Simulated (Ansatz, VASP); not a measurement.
## Pt in VASP and in Ansatz

File INCAR:

```
ALGO = Normal ; EDIFF = 1E-7
ENCUT = 520 ; GGA = CA
ISIF = 2 ; ISMEAR = -1
LASPH = True ; LCHARG = False
LREAL = False ; LWAVE = False
NBANDS = 17 ; NELM = 100
PREC = Accurate ; SIGMA = 0.1
```

KPOINTS

```
k-points
0
Gamma
  15 15 8
```

POSCAR

```
Pt
1.0
    2.6783293370      0.0000000000      0.0000000000
   -1.3391646685      2.3195012455      0.0000000000
    0.0000000000      0.0000000000      4.5941162080
Pt
2
Direct
    0.3333333333      0.6666666667      0.2500000000
    0.6666666667      0.3333333333      0.7500000000
```

Input for Ansatz:

```yaml
crystal:
  lattice:
    - [2.678329337, 0.0, 0.0]
    - [-1.3391646685, 2.3195012455, 0.0]
    - [0.0, 0.0, 4.594116208]
  atoms:
    - { symbol: Pt, position: [0.3333333333, 0.6666666667, 0.25] }
    - { symbol: Pt, position: [0.6666666667, 0.3333333333, 0.75] }
hamiltonian:
  xc: lda
  pseudopotentials:
    kind: paw
    azcp:
      Pt: "pseudopotentials/Pt.paw.azcp"
basis:
  ecutwfc: 420
  fft_grid_basis: typed
kpoints:
  mp_grid: { grid: [15, 15, 8], shift: [0, 0, 0] }
magnetization:
  spin_polarized: false
scf:
  occupations: { method: fermi_dirac, width: 0.1 }
  lower_state_search: "off"
output:
  stress: true
  write_density: true
  write_potential: true
  elf: true
  volumetric_format: npy
```

Alike in both runs: task single point; functional LDA; k mesh 15 × 15 × 8; occupations fermi-dirac, width 0.1 eV; no spin polarisation.

```csv
,VASP,Ansatz
version,VASP 6.6.1,Ansatz 0.2.0
potentials or method,"VASP PAW LDA potentials, release 64 (Pt), cutoff 520 eV","plane waves (420 eV) with PAW, scalar-relativistic"
valence electrons in the cell,20,36
```

Ansatz gave:

```
pressure (GPa)                                                : 13.8
traceless stress, the component that is largest in VASP (GPa) : -0.51
```

**Question.** Estimate VASP's values.

**Answer.** Pressure (GPa): 14.7; traceless stress, the component that is largest in VASP (GPa): -0.83.

Ansatz warns that its potentials were made for another functional, while VASP's fit it. LDA's correlation is that of Perdew and Zunger in VASP and of Perdew and Wang (1992) in Ansatz. VASP's potentials hold 20 valence electrons a cell and Ansatz's 36, so a difference there can come from the potentials and not from the codes.

Spin-orbit coupling is off throughout.
